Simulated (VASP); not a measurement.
**Sb: single point with LDA**

The system is Sb.

```
CELL_PARAMETERS angstrom
3.22198 0.00000 0.00000
0.00000 3.22198 0.00000
0.00000 0.00000 3.22198
ATOMIC_POSITIONS crystal
Sb 0.00000 0.00000 0.00000
```

This cell differs from its parent crystal: volume scaled by 1.06.

| Property | Result |
| --- | --- |
| Program | VASP 6.6.1 |
| Task | single point |
| Functional | LDA |
| Potentials or basis | VASP PAW LDA potentials, release 64 (Sb) |
| Cutoff | 520 eV |
| k mesh | 8 × 8 × 8 |
| Occupations | fermi-dirac, width 0.05 eV |
| Spin | no spin polarisation |
| Dipole correction | no |
| Further INCAR settings | ALGO = Normal; EDIFF = 1e-06; NBANDS = 8 |

```json
{
  "Pressure": "-7.6 GPa"
}
```

Levels at points of the mesh, in eV from the Fermi level:
| k point | band 1 | band 2 | band 3 | band 4 | band 5 | band 6 | band 7 | band 8 |
| --- | --- | --- | --- | --- | --- | --- | --- | --- |
| (0.00, 0.00, 0.00) | -11.53 | 2.99 | 2.99 | 2.99 | 6.86 | 6.86 | 7.56 | 16.04 |
| (0.50, 0.00, 0.00) | -9.52 | -4.76 | 4.62 | 4.62 | 8.65 | 10.29 | 10.58 | 10.95 |
| (0.50, 0.50, 0.00) | -7.44 | -2.98 | -2.98 | 2.65 | 6.23 | 11.72 | 12.52 | 12.52 |
| (0.50, 0.50, 0.50) | -5.20 | -1.34 | -1.34 | -1.34 | 5.05 | 5.05 | 5.05 | 7.21 |

Wall time 5.5 s on 1 thread of AMD EPYC 7R43 64-Core Processor (Zen 3), with other jobs on the host, peak memory 0.09 GiB.

Caveat: spin-orbit coupling is left out, which moves the levels of the heavy elements.
